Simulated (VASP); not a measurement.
# Rh (P6_3/mmc) in VASP: settings compared, part 2 of 2

VASP 6.6.1.

## (3) Single point, r2SCAN

This run uses another cell than the first one, of 14.30 Å³/atom.

Contents of POSCAR:

```
Rh
1.0
    2.7309790422      0.0000000000      0.0000000000
   -1.3654895211      2.3650972278      0.0000000000
    0.0000000000      0.0000000000      4.4284890000
Rh
2
Direct
    0.3333333333      0.6666666667      0.2500000000
    0.6666666667      0.3333333333      0.7500000000
```

Contents of INCAR.step1:

```
SYSTEM = Rh
PREC = Accurate
ENCUT = 680
ISMEAR = -1
SIGMA = 0.05
LREAL = .FALSE.
LASPH = .TRUE.
NELM = 120
NBANDS = 24
GGA = PE
ALGO = Normal
EDIFF = 1E-5
LWAVE = .TRUE.
LCHARG = .FALSE.
GGA_COMPAT = .FALSE.
```

Contents of INCAR.step2:

```
SYSTEM = Rh
PREC = Accurate
ENCUT = 680
EDIFF = 1E-6
ISMEAR = -1
SIGMA = 0.05
LREAL = .FALSE.
LASPH = .TRUE.
NELM = 120
ALGO = Normal
ISIF = 2
LWAVE = .FALSE.
LCHARG = .FALSE.
METAGGA = R2SCAN
LMIXTAU = .TRUE.
NBANDS = 24
ISTART = 1
GGA_COMPAT = .FALSE.
```

Contents of KPOINTS:

```
regular mesh
0
G
  6 6 4
  0 0 0
```

Potentials or basis: VASP PAW PBE potentials, release 64 (Rh_sv_GW).

Launch:

```sh
cat potpaw_PBE.64/Rh_sv_GW/POTCAR > POTCAR
cp INCAR.step1 INCAR
mpirun -np 1 vasp_std > vasp.out
cp INCAR.step2 INCAR
mpirun -np 1 vasp_std > vasp.out
```

OUTCAR:

```text
SYSTEM = Rh
   PREC = Accurate
   ENCUT = 680
   EDIFF = 1E-6
   ISMEAR = -1
   LREAL = .FALSE.
   LASPH = .TRUE.
   NELM = 120
   ISIF = 2
   METAGGA = R2SCAN
   ISTART = 1

 ion  position               nearest neighbor table
   1  0.333  0.667  0.250-
   2  0.667  0.333  0.750-

  LATTYP: Found a hexagonal cell.
 ALAT       =     2.7309790422
 C/A-ratio  =     1.6215756077

  Lattice vectors:

 A1 = (   2.7309790422,   0.0000000000,   0.0000000000)
 A2 = (  -1.3654895211,   2.3650972278,   0.0000000000)
 A3 = (   0.0000000000,   0.0000000000,   4.4284890000)

Analysis of symmetry for initial positions (statically):
=====================================================================
 Subroutine PRICEL returns:
 Original cell was already a primitive cell.

 Routine SETGRP: Setting up the symmetry group for a
 hexagonal supercell.

 Subroutine GETGRP returns: Found 24 space group operations
 (whereof 12 operations were pure point group operations)
 out of a pool of 24 trial point group operations.

The static configuration has the point symmetry D_3d.
 The point group associated with its full space group is D_6h.

Analysis of symmetry for dynamics (positions and initial velocities):
=====================================================================
 Subroutine PRICEL returns:
 Original cell was already a primitive cell.

 Routine SETGRP: Setting up the symmetry group for a
 hexagonal supercell.

 Subroutine GETGRP returns: Found 24 space group operations
 (whereof 12 operations were pure point group operations)
 out of a pool of 24 trial point group operations.

The dynamic configuration has the point symmetry D_3d.
 The point group associated with its full space group is D_6h.

 Subroutine INISYM returns: Found 24 space group operations
[... 104 lines left out ...]
   NELECT =      34.0000    total number of electrons
   NUPDOWN=      -1.0000    fix difference up-down
   EMIN   =  10.00;   EMAX   =-10.00  energy-range for DOS
   EFERMI =   0.00;   METHOD = LEGACY
   ISMEAR =    -1;   SIGMA  =   0.05  broadening in eV -4-tet -1-fermi 0-gaus
   EFERMI_NEDOS =   21; number of points for ismear=-14 and -15
   IALGO  =     38    algorithm
   IMIX   =      4    mixing-type and parameters
     AMIX     =   0.40;   BMIX     =  1.00
     AMIX_MAG =   1.60;   BMIX_MAG =  1.00
  volume/ion in A,a.u.               =      14.30        96.51
  Fermi-wavevector in a.u.,A,eV,Ry     =   1.734177  3.277120 40.917764  3.007371
  Thomas-Fermi vector in A             =   2.808023
   LORBIT       =      0    0 simple, 1 ext, 2 COOP (PROOUT), +10 PAW based schemes
   METAGGA = R2SCAN    functional components
   LHFCALC =     F    Hartree Fock is set to
   AEXX    =    0.0000 exact exchange contribution
   IVDW    =     0    specifies the selected vdW correction
   LEPSILON=     F    determine dielectric tensor
   LRPA    =     F    only Hartree local field effects (RPA)
 non-spin polarized calculation
  energy-cutoff  :      680.00
  volume of cell :       28.60
 maximum number of plane-waves:      1182
 NGX is ok and might be reduce to    24
   NGX = 11   NGY = 11   NGZ = 19

 number of electron      33.9999995 magnetization

 Free energy of the ion-electron system (eV)
  ---------------------------------------------------
  ext. energy  EPLUGINS =         0.00000000
  ---------------------------------------------------
  free energy    TOTEN  =       -46.42934886 eV

  energy without entropy =      -46.40602920  energy(sigma->0) =      -46.41768903

 E-fermi :  10.0028     XC(G=0): -14.9830

 val. band max:        9.8980932982   @ k =   0.5000   0.0000   0.2500
 cond. band min:      10.0045670143   @ k =   0.1667   0.1667   0.0000
 fundamental gap:      0.1064737161
 Fermi energy:        10.0027927515

 k-point     1 :       0.0000    0.0000    0.0000
  band No.  band energies     occupation
      1     -71.0153      2.00000
      2     -70.9084      2.00000
      3     -38.4231      2.00000
      4     -37.7772      2.00000
      5     -37.7772      2.00000
      6     -37.7298      2.00000
[... 556 lines left out ...]
     23      20.6592      0.00000
     24      20.6592      0.00000

------------------------ aborting loop because EDIFF is reached ----------------------------------------

  FORCE on cell =-STRESS in cart. coord.  units (eV):
  Direction    XX          YY          ZZ          XY          YZ          ZX
  --------------------------------------------------------------------------------------
  -------------------------------------------------------------------------------------
  Total       -1.3346299     -1.3346299     -2.3820376     -0.0000000      0.0000000      0.0000000
  in kB      -74.7564186    -74.7564186   -133.4247089     -0.0000000      0.0000000      0.0000000
  external PRESSURE =     -94.3125154 kB  Pullay stress =       0.0000000 kB

 VOLUME and BASIS-vectors are now :
 -----------------------------------------------------------------------------
  energy-cutoff  :      680.00
  volume of cell :       28.60
      direct lattice vectors                 reciprocal lattice vectors
     2.730979042  0.000000000  0.000000000     0.366169049  0.211407799  0.000000000
    -1.365489521  2.365097228  0.000000000     0.000000000  0.422815599  0.000000000
     0.000000000  0.000000000  4.428489000     0.000000000  0.000000000  0.225810655

 POSITION                                       TOTAL-FORCE (eV/Angst)
 -----------------------------------------------------------------------------------
     -0.00000      1.57673      1.10712         0.000000     -0.000000      0.000000
      1.36549      0.78837      3.32137        -0.000000      0.000000      0.000000
 -----------------------------------------------------------------------------------
    total drift:                               -0.000000      0.000000     -0.000000

  FREE ENERGIE OF THE ION-ELECTRON SYSTEM (eV)
  ---------------------------------------------------
  free  energy   TOTEN  =       -46.4293488579 eV

  energy  without entropy=      -46.4060291951  energy(sigma->0) =      -46.41768903
```

OUTCAR.step1:

```text
SYSTEM = Rh
   PREC = Accurate
   ENCUT = 680
   ISMEAR = -1
   LREAL = .FALSE.
   LASPH = .TRUE.
[... 785 lines left out ...]
     -0.00000      1.57673      1.10712        -0.000000      0.000000      0.000000
      1.36549      0.78837      3.32137         0.000000     -0.000000      0.000000
 -----------------------------------------------------------------------------------
    total drift:                               -0.000000      0.000000     -0.000000

  FREE ENERGIE OF THE ION-ELECTRON SYSTEM (eV)
  ---------------------------------------------------
  free  energy   TOTEN  =       -12.7254531230 eV

  energy  without entropy=      -12.7009366079  energy(sigma->0) =      -12.71319487
```

It took 1.8 min on 1 thread of AMD EPYC 7R13 (Zen 3), shared host; peak memory 0.15 GiB.

What came out:

- Free energy: -46.4293 eV
- Pressure: -9.4 GPa
- Band gap on the k mesh: zero (bands 17 and 18 overlap by 2.34 eV)

Levels at points of the mesh, in eV from the Fermi level:
```
           k point  band 14  band 15  band 16  band 17  band 18  band 19  band 20  band 21
(0.00, 0.00, 0.00)    -2.33    -2.33    -1.76    -1.76     0.23     0.23     1.00     8.76
(0.50, 0.00, 0.00)    -2.09    -1.94     0.54     0.69     0.83     3.19     5.35    10.72
(0.00, 0.00, 0.50)    -2.94    -2.94    -2.94    -0.33    -0.33    -0.33    -0.33    15.36
(0.50, 0.00, 0.50)    -1.52    -0.17    -0.17     0.72     0.72     2.93     2.93     9.55
```

Caveat: the k points lie up to 0.44 Å⁻¹ apart, too coarse for converged energies and pressures of a metal; the PAW data sets were made with another functional, which shifts forces and pressure a little.

The gap in the log of VASP goes by the Fermi energy; the results here count the filled bands.